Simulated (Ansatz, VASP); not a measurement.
Two plane-wave programs on Ti2Te3Pt

INCAR

```
ALGO     = Normal         # electronic algorithm
EDIFF    = 1E-6           # SCF threshold, eV
EDIFFG   = -0.04          # ionic threshold
ENCUT    = 600            # plane-wave cutoff, eV
GGA      = PE             # functional
IBRION   = 2              # ionic algorithm
ISIF     = 3              # what is computed and relaxed
ISMEAR   = 0              # smearing method
LASPH    = True           # aspherical terms in the spheres
LCHARG   = False          # write CHGCAR
LREAL    = False          # projectors in reciprocal space
LWAVE    = False          # write WAVECAR
NELM     = 100            # most SCF steps
NSW      = 90             # ionic steps
PREC     = Accurate       # precision mode
SIGMA    = 0.1            # smearing width, eV
```

The input KPOINTS:

```
k-points
0
Gamma
  3 3 3
```

The input POSCAR:

```
Ti2Te3Pt
1.0
    3.2701821400      1.8880405400      4.5623933400
   -3.2701821400      1.8880405400      4.5623933400
    0.0000000000     -3.7760810700      4.5623933400
Ti Te Pt
2 3 1
Direct
    0.1821695900      0.1821695900      0.1821695900
    0.5892774100      0.5892774100      0.5892774100
    0.1110473800      0.5846207800      0.1110473800
    0.1110473800      0.1110473800      0.5846207800
    0.5846207800      0.1110473800      0.1110473800
    0.4269718400      0.4269718400      0.4269718400
```

Input for Ansatz:

```yaml
crystal:
  lattice:
    - [3.27018214, 1.88804054, 4.56239334]
    - [-3.27018214, 1.88804054, 4.56239334]
    - [0.0, -3.77608107, 4.56239334]
  atoms:
    - { symbol: Ti, position: [0.18216959, 0.18216959, 0.18216959] }
    - { symbol: Ti, position: [0.58927741, 0.58927741, 0.58927741] }
    - { symbol: Te, position: [0.11104738, 0.58462078, 0.11104738] }
    - { symbol: Te, position: [0.11104738, 0.11104738, 0.58462078] }
    - { symbol: Te, position: [0.58462078, 0.11104738, 0.11104738] }
    - { symbol: Pt, position: [0.42697184, 0.42697184, 0.42697184] }
basis:
  ecutwfc: 420
kpoints:
  mp_grid: { grid: [3, 3, 3] }
hamiltonian:
  xc: pbe
scf:
  occupations: { method: gaussian, width: 0.1 }
  lower_state_search: "off"
output:
  forces: true
  stress: true
  eigenvalues: true
relax:
  adjacent_minimum: "off"
  f_tol: 0.04
  max_steps: 70
  cell: { stress_tol: 0.4 }
```

Alike in both runs: task relaxation of cell and atoms; functional PBE; k mesh 3 × 3 × 3; occupations gaussian, width 0.1 eV; no spin polarisation.

|  | VASP | Ansatz |
| --- | --- | --- |
| version | VASP 6.6.1 | Ansatz 0.2.0 |
| potentials or method | VASP PAW PBE potentials, release 64 (Ti_sv, Te, Pt), cutoff 600 eV | scalar-relativistic, plane waves, PAW |
| valence electrons in the cell | 52 | 90 |

VASP gave:

```
gap on the k mesh at the Fermi level, each at its own relaxed structure (eV) : none
relaxed volume (Å³/atom)                                                     : 26.60
relaxed cell length with the largest relative difference (Å)                 : 5.434
```

Problem. Which values does Ansatz return?

Solution. gap on the k mesh at the Fermi level, each at its own relaxed structure (eV): none; relaxed volume (Å³/atom): 27.60; relaxed cell length with the largest relative difference (Å): 5.498.

A gap of «none» marks a metal or a gap that the smearing closes. VASP's potentials hold 52 valence electrons a cell and Ansatz's 90, so a difference there can come from the potentials and not from the codes.

The k mesh is coarse, so the values compare programs but aren't converged. Neither program's run includes spin-orbit coupling.
